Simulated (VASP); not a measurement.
# C (P6_3/mmc) in VASP: further runs

Runs on C. Level: LDA. Tasks: single point.

The COD entry that gives the cell may itself be a prediction, so a difference from it is no test against experiment.

All numbers are computed with VASP 6.6.1; they aren't measurements. Logs are shortened: lines on timing, memory, paths and dates and some standing lists are left out, and cuts for length are marked.

**1. The cell of the first run**

It takes space group P6_3/mmc (No. 194, hexagonal). Conventional cell: a = 2.577 Å, b = 2.577 Å, c = 7.639 Å, α = 90.00°, β = 90.00°, γ = 120.00°. Within 1.8 Å of C (site symmetry 3m) lie 4 C at 1.33 to 1.59 Å. Within 1.8 Å of C (site symmetry 3m) lie 4 C at 1.37 to 1.59 Å.

**2. Single point, LDA (mode 21 frozen in at -0.048 Å, strain +e along z and -e/2 along x and y -0.0700)**

INCAR

```
PREC = Accurate
ENCUT = 520
EDIFF = 1E-6
ISMEAR = 0
SIGMA = 0.05
LREAL = False
LASPH = True
NELM = 60
ALGO = Normal
ISIF = 2
LWAVE = False
LCHARG = True
GGA = CA
LELF = True
LVHAR = True
NBANDS = 26
```

KPOINTS

```
regular mesh
0
Gamma
  12 12 4
```

POSCAR

```
C
1.0
    2.5767618147      0.0000000000      0.0000000000
   -1.2883809073      2.2315411910      0.0000000000
    0.0000000000      0.0000000000      7.6392674604
C
8
Direct
    0.0000000000      0.0000000000      0.0870930396
    0.0000000000      0.0000000000      0.5870930396
    0.0000000000      0.0000000000      0.4129069604
    0.0000000000      0.0000000000      0.9129069604
    0.3333333333      0.6666666667      0.1600876728
    0.6666666667      0.3333333333      0.6600876728
    0.3333333333      0.6666666667      0.3399123272
    0.6666666667      0.3333333333      0.8399123272
```

Potentials or basis: VASP PAW LDA potentials, release 64 (C).

Started as:

```sh
> cat potpaw_LDA.64/C/POTCAR > POTCAR
> mpirun -np 1 vasp_std > vasp.out
```

OUTCAR:

```text
PREC = Accurate
   ENCUT = 520
   EDIFF = 1E-6
   ISMEAR = 0
   LREAL = False
   LASPH = True
   NELM = 60
   ISIF = 2
   GGA = CA

 ion  position               nearest neighbor table
   1  0.000  0.000  0.087-   4 1.33   5 1.59   5 1.59   5 1.59
   2  0.000  0.000  0.587-   3 1.33   6 1.59   6 1.59   6 1.59
   3  0.000  0.000  0.413-   2 1.33   7 1.59   7 1.59   7 1.59
   4  0.000  0.000  0.913-   1 1.33   8 1.59   8 1.59   8 1.59
   5  0.333  0.667  0.160-   7 1.37   1 1.59   1 1.59   1 1.59
   6  0.667  0.333  0.660-   8 1.37   2 1.59   2 1.59   2 1.59
   7  0.333  0.667  0.340-   5 1.37   3 1.59   3 1.59   3 1.59
   8  0.667  0.333  0.840-   6 1.37   4 1.59   4 1.59   4 1.59

  LATTYP: Found a hexagonal cell.
 ALAT       =     2.5767618147
 C/A-ratio  =     2.9646773779

  Lattice vectors:

 A1 = (   2.5767618147,   0.0000000000,   0.0000000000)
 A2 = (  -1.2883809073,   2.2315411910,   0.0000000000)
 A3 = (   0.0000000000,   0.0000000000,   7.6392674604)

Analysis of symmetry for initial positions (statically):
=====================================================================
 Subroutine PRICEL returns:
 Original cell was already a primitive cell.

 Routine SETGRP: Setting up the symmetry group for a
 hexagonal supercell.

 Subroutine GETGRP returns: Found 24 space group operations
 (whereof 12 operations were pure point group operations)
 out of a pool of 24 trial point group operations.

The static configuration has the point symmetry D_3d.
 The point group associated with its full space group is D_6h.

Analysis of symmetry for dynamics (positions and initial velocities):
=====================================================================
 Subroutine PRICEL returns:
 Original cell was already a primitive cell.

 Routine SETGRP: Setting up the symmetry group for a
 hexagonal supercell.

 Subroutine GETGRP returns: Found 24 space group operations
 (whereof 12 operations were pure point group operations)
 out of a pool of 24 trial point group operations.

The dynamic configuration has the point symmetry D_3d.
 The point group associated with its full space group is D_6h.

 Subroutine INISYM returns: Found 24 space group operations
 (whereof 12 operations are pure point group operations),
 and found     1 'primitive' translations

----------------------------------------------------------------------------------------

                                     Primitive cell

  volume of cell :      43.9269

  direct lattice vectors                    reciprocal lattice vectors
     2.576761815  0.000000000  0.000000000     0.388083988  0.224060395  0.000000000
    -1.288380907  2.231541191  0.000000000     0.000000000  0.448120789  0.000000000
     0.000000000  0.000000000  7.639267460     0.000000000  0.000000000  0.130902604

  length of vectors
     2.576761815  2.576761815  7.639267460     0.448120789  0.448120789  0.130902604

  position of ions in fractional coordinates (direct lattice)
     0.000000000  0.000000000  0.087093040
     0.000000000  0.000000000  0.587093040
     0.000000000  0.000000000  0.412906960
     0.000000000  0.000000000  0.912906960
     0.333333333  0.666666667  0.160087673
     0.666666667  0.333333333  0.660087673
     0.333333333  0.666666667  0.339912327
     0.666666667  0.333333333  0.839912327

  ion indices of the primitive-cell ions
   primitive index   ion index
                 1           1
                 2           2
                 3           3
                 4           4
                 5           5
                 6           6
                 7           7
                 8           8

----------------------------------------------------------------------------------------

 KPOINTS: regular mesh

Automatic generation of k-mesh.
 Grid dimensions read from file:
 generate k-points for:   12   12    4

 Generating k-lattice:

  Cartesian coordinates                     Fractional coordinates (reciprocal lattice)
     0.032340332  0.018671700  0.000000000     0.083333333  0.000000000  0.000000000
     0.000000000  0.037343399  0.000000000     0.000000000  0.083333333  0.000000000
     0.000000000  0.000000000  0.032725651     0.000000000  0.000000000  0.250000000

  Length of vectors
     0.037343399  0.037343399  0.032725651

  Shift w.r.t. Gamma in fractional coordinates (k-lattice)
     0.000000000  0.000000000  0.000000000

 Subroutine IBZKPT returns following result:
 ===========================================

 Found     57 irreducible k-points:

 Following reciprocal coordinates:
            Coordinates               Weight
  0.000000  0.000000  0.000000      1.000000
  0.083333 -0.000000  0.000000      6.000000
  0.166667  0.000000  0.000000      6.000000
  0.250000  0.000000  0.000000      6.000000
  0.333333  0.000000  0.000000      6.000000
  0.416667 -0.000000  0.000000      6.000000
[... 16 lines left out ...]
  0.250000  0.000000  0.250000     12.000000
  0.333333  0.000000  0.250000     12.000000
 [... further k-points ...]
   k-points           NKPTS =     57   k-points in BZ     NKDIM =     57   number of bands    NBANDS=     26
   number of dos      NEDOS =    301   number of ions     NIONS =      8
   total plane-waves  NPLWV =  24000
   dimension x,y,z NGX =    20 NGY =   20 NGZ =   60
   dimension x,y,z NGXF=    40 NGYF=   40 NGZF=  120
   ions per type =               8
   NGX,Y,Z   is equivalent  to a cutoff of  12.90, 12.90, 13.06 a.u.
   NGXF,Y,Z  is equivalent  to a cutoff of  25.81, 25.81, 26.11 a.u.
 SYSTEM =  unknown system
   PREC   = accura    normal or accurate (medium, high low for compatibility)
   ISTART =      0    job   : 0-new  1-cont  2-samecut
   ICHARG =      2    charge: 1-file 2-atom 10-const
   ISPIN  =      1    spin polarized calculation?
   LNONCOLLINEAR =      F non collinear calculations
   LSORBIT =      F    spin-orbit coupling
   LASPH  =      T    aspherical Exc in radial PAW
   ENCUT  =  520.0 eV  38.22 Ry    6.18 a.u.   4.79  4.79 14.20*2*pi/ulx,y,z
   NELM   =     60;   NELMIN=  2; NELMDL= -5     # of ELM steps
   EDIFF  = 0.1E-05   stopping-criterion for ELM
   LREAL  =      F    real-space projection
   EDIFFG = 0.1E-04   stopping-criterion for IOM
   NSW    =      0    number of steps for IOM
   IBRION =     -1    ionic relax: 0-MD 1-quasi-New 2-CG
   NFREE  =      0    steps in history (QN), initial steepest desc. (CG)
   ISIF   =      2    stress and relaxation
   ISYM   =      2    0-nonsym 1-usesym 2-fastsym
   POTIM  = 0.5000    time-step for ionic-motion
   TEBEG  =    0.0;   TEEND  =   0.0 temperature during run
   PSTRESS=    0.0 pullay stress
   NELECT =      32.0000    total number of electrons
   NUPDOWN=      -1.0000    fix difference up-down
   EMIN   =  10.00;   EMAX   =-10.00  energy-range for DOS
   EFERMI =   0.00;   METHOD = LEGACY
   ISMEAR =     0;   SIGMA  =   0.05  broadening in eV -4-tet -1-fermi 0-gaus
   EFERMI_NEDOS =   21; number of points for ismear=-14 and -15
   IALGO  =     38    algorithm
   IMIX   =      4    mixing-type and parameters
     AMIX     =   0.40;   BMIX     =  1.00
     AMIX_MAG =   1.60;   BMIX_MAG =  1.00
  volume/ion in A,a.u.               =       5.49        37.05
  Fermi-wavevector in a.u.,A,eV,Ry     =   1.473040  2.783642 29.522556  2.169847
  Thomas-Fermi vector in A             =   2.587981
   LORBIT       =      0    0 simple, 1 ext, 2 COOP (PROOUT), +10 PAW based schemes
   GGA     = CA    functional components
   LHFCALC =     F    Hartree Fock is set to
   AEXX    =    0.0000 exact exchange contribution
   IVDW    =     0    specifies the selected vdW correction
   LEPSILON=     F    determine dielectric tensor
   LRPA    =     F    only Hartree local field effects (RPA)
 non-spin polarized calculation
 Gauss-broadening in eV      SIGMA  =   0.05
  energy-cutoff  :      520.00
  volume of cell :       43.93
 maximum number of plane-waves:      1198
 NGX is ok and might be reduce to    20
   NGX =  9   NGY =  9   NGZ = 29

 number of electron      32.0000001 magnetization

 Free energy of the ion-electron system (eV)
  ---------------------------------------------------
  ext. energy  EPLUGINS =         0.00000000
  ---------------------------------------------------
  free energy    TOTEN  =       -78.35431817 eV

  energy without entropy =      -78.35431817  energy(sigma->0) =      -78.35431817

 E-fermi :  11.4369     XC(G=0): -13.6303

 val. band max:       11.2072657361   @ k =   0.0000   0.0000   0.0000
 cond. band min:      13.7031418628   @ k =   0.5000   0.0000   0.0000
 fundamental gap:      2.4958761267
 Fermi energy:        11.4368959602

 k-point     1 :       0.0000    0.0000    0.0000
  band No.  band energies     occupation
      1     -11.6863      2.00000
      2      -9.8329      2.00000
      3      -9.6074      2.00000
      4      -4.3036      2.00000
      5      -3.8379      2.00000
      6       3.7688      2.00000
[... 18 lines left out ...]
     25      18.1254      0.00000
     26      18.5490      0.00000

 k-point     2 :       0.0833   -0.0000    0.0000
  band No.  band energies     occupation
      1     -11.5248      2.00000
      2      -9.6746      2.00000
      3      -9.4493      2.00000
      4      -4.1731      2.00000
      5      -3.6942      2.00000
      6       3.7351      2.00000
[... 18 lines left out ...]
     25      18.4164      0.00000
     26      19.1067      0.00000

 k-point     3 :       0.1667    0.0000    0.0000
  band No.  band energies     occupation
      1     -11.0426      2.00000
      2      -9.2029      2.00000
      3      -8.9783      2.00000
      4      -3.7999      2.00000
      5      -3.2658      2.00000
      6       3.3764      2.00000
[... 572 lines left out ...]
 k-point    23 :       0.2500    0.0000    0.2500
  band No.  band energies     occupation
      1     -10.1259      2.00000
      2      -9.1612      2.00000
      3      -7.2509      2.00000
      4      -4.5515      2.00000
      5      -1.2341      2.00000
      6       1.2618      2.00000
[... 18 lines left out ...]
     25      21.5924      0.00000
     26      21.7885      0.00000

 k-point    24 :       0.3333    0.0000    0.2500
  band No.  band energies     occupation
      1      -9.0392      2.00000
      2      -8.0946      2.00000
      3      -6.2486      2.00000
      4      -3.7919      2.00000
      5      -1.3760      2.00000
      6      -0.3724      2.00000
[... 18 lines left out ...]
     25      22.6740      0.00000
     26      22.9990      0.00000

 [... further k-points ...]
[... 5 lines left out ...]
  --------------------------------------------------------------------------------------
  -------------------------------------------------------------------------------------
  Total      -10.8981999    -10.8981999     40.7159748     -0.0000000     -0.0000000      0.0000000
  in kB     -397.4975469   -397.4975469   1485.0617750     -0.0000000     -0.0000000      0.0000000
  external PRESSURE =     230.0222271 kB  Pullay stress =       0.0000000 kB

 VOLUME and BASIS-vectors are now :
 -----------------------------------------------------------------------------
  energy-cutoff  :      520.00
  volume of cell :       43.93
      direct lattice vectors                 reciprocal lattice vectors
     2.576761815  0.000000000  0.000000000     0.388083988  0.224060395  0.000000000
    -1.288380907  2.231541191  0.000000000     0.000000000  0.448120789  0.000000000
     0.000000000  0.000000000  7.639267460     0.000000000  0.000000000  0.130902604

 POSITION                                       TOTAL-FORCE (eV/Angst)
 -----------------------------------------------------------------------------------
      0.00000      0.00000      0.66533         0.000000     -0.000000      6.760765
      0.00000      0.00000      4.48496         0.000000      0.000000      6.760765
      0.00000      0.00000      3.15431         0.000000     -0.000000     -6.760765
      0.00000      0.00000      6.97394         0.000000      0.000000     -6.760765
     -0.00000      1.48769      1.22295        -0.000000     -0.000000     -5.332729
      1.28838      0.74385      5.04259         0.000000      0.000000     -5.332729
     -0.00000      1.48769      2.59668        -0.000000     -0.000000      5.332729
      1.28838      0.74385      6.41631         0.000000     -0.000000      5.332729
 -----------------------------------------------------------------------------------
    total drift:                               -0.000000      0.000000     -0.000000

  FREE ENERGIE OF THE ION-ELECTRON SYSTEM (eV)
  ---------------------------------------------------
  free  energy   TOTEN  =       -78.3543181718 eV

  energy  without entropy=      -78.3543181718  energy(sigma->0) =      -78.35431817
```

It took 31 s on 1 thread of AMD EPYC 9R45 (Zen 5), shared host; peak memory 0.13 GiB.

Results:

```
Free energy            : -78.3543 eV
Pressure               : 23.0 GPa
Largest force          : 6.761 eV/Å
Band gap on the k mesh : 2.50 eV, indirect (least direct gap 2.54 eV)
```

Forces in eV/Å, atoms in the order of the input:
```
C    0.000  0.000  6.761
C    0.000  0.000  6.761
C    0.000  0.000 -6.761
C    0.000  0.000 -6.761
C    0.000  0.000 -5.333
C    0.000  0.000 -5.333
C    0.000  0.000  5.333
C    0.000  0.000  5.333
```

Stress tensor (GPa, compression positive):
```
-39.75   0.00   0.00
  0.00 -39.75   0.00
  0.00   0.00 148.51
```

Caveat: the cell differs from its parent crystal (mode 21 frozen in at -0.048 Å, strain +e along z and -e/2 along x and y -0.0700); forces of over 1 eV/Å act on the atoms, so gaps and moduli don't describe the material at rest. A k mesh can miss the band edges.

[end of part 1 of 3]
